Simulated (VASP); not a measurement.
A run of VASP 6.6.1 is set up as follows.

INCAR

```
PREC = Accurate ; ENCUT = 520
EDIFF = 1E-6 ; ISMEAR = 0
SIGMA = 0.05 ; LREAL = Auto
LASPH = T ; NELM = 150
ALGO = Normal ; ISIF = 2
LWAVE = F ; LCHARG = F
ISPIN = 2 ; MAGMOM = 0 0 0 0 3 0 0 0 0 0 0 0 0 0 0 0 0 0 0 0
LORBIT = 11 ; LMAXMIX = 4
LDAU = T ; LDAUTYPE = 2
LDAUL = -1 2 -1 -1 ; LDAUU = 0 6 0 0
LDAUJ = 0 0 0 0 ; LDAUPRINT = 1
GGA = PS ; NBANDS = 86
KPAR = 4
```

KPOINTS

```
Automatic mesh
0
Gamma
  2 4 4
```

File POSCAR:

```
Li4Nb3FeO12
1.0
    5.1516015000      2.9742785000      9.2460000000
   -2.5758008000      1.4871393000      4.6230000000
    0.0000000000     -2.9742785000      4.6230000000
Li Fe Nb O
4 1 3 12
Direct
    0.1345288461      0.2887421678      0.2946669758
    0.6526673053      0.2697027240      0.2753589414
    0.3854382909      0.7856548798      0.7816133924
    0.8929599017      0.7781423793      0.7810967820
    0.9972103303      0.9976926322      0.9961939019
    0.5008326418      0.9958190093      0.9986100141
    0.2425697887      0.5037020758      0.5061052518
    0.7567926026      0.4954244722      0.4931481108
    0.0539745833      0.3362289600      0.7358956739
    0.5644080411      0.3471632838      0.7155994850
    0.3587598099      0.1235174796      0.3487372769
    0.8688964847      0.1140260608      0.3329832896
    0.1628957520      0.7375226160      0.1221508599
    0.6790272395      0.7197976437      0.1135374178
    0.1071754069      0.8541460929      0.6342251239
    0.6126590053      0.8503347816      0.6127839093
    0.4224607075      0.6190124443      0.2193534704
    0.9282267635      0.6308070978      0.2205128294
    0.3059205144      0.2252757534      0.8536038340
    0.8162359845      0.2145674459      0.8511034596
```

Potentials or basis: VASP PAW PBE potentials, release 64 (Li_sv, Fe, Nb_sv, O).

Command:

```sh
$ cat potpaw_PBE.64/Li_sv/POTCAR potpaw_PBE.64/Fe/POTCAR potpaw_PBE.64/Nb_sv/POTCAR potpaw_PBE.64/O/POTCAR > POTCAR
$ mpirun -np 4 vasp_std > vasp.out
```

Task: What does it give for the largest force?

Result: 0.642 eV/Å.

Task: What does it give for the net moment?

Result: 3.00 μB per cell.

Task: Predict the band gap on the k mesh.

Result: 0.49 eV (least direct gap 0.53 eV).

Eigenvalues of the final occupation matrices:
| site | spin | trace | eigenvalues |
| --- | --- | --- | --- |
| site 5 d | 1 | 4.70 | 0.83 0.84 1.01 1.01 1.01 |
| site 5 d | 2 | 1.30 | 0.15 0.15 0.16 0.41 0.42 |

Caveat: the PAW data sets were made with another functional, which shifts forces and pressure a little; a cell with one magnetic atom can't hold antiferromagnetic order, which such compounds often take. A k mesh can miss the band edges.
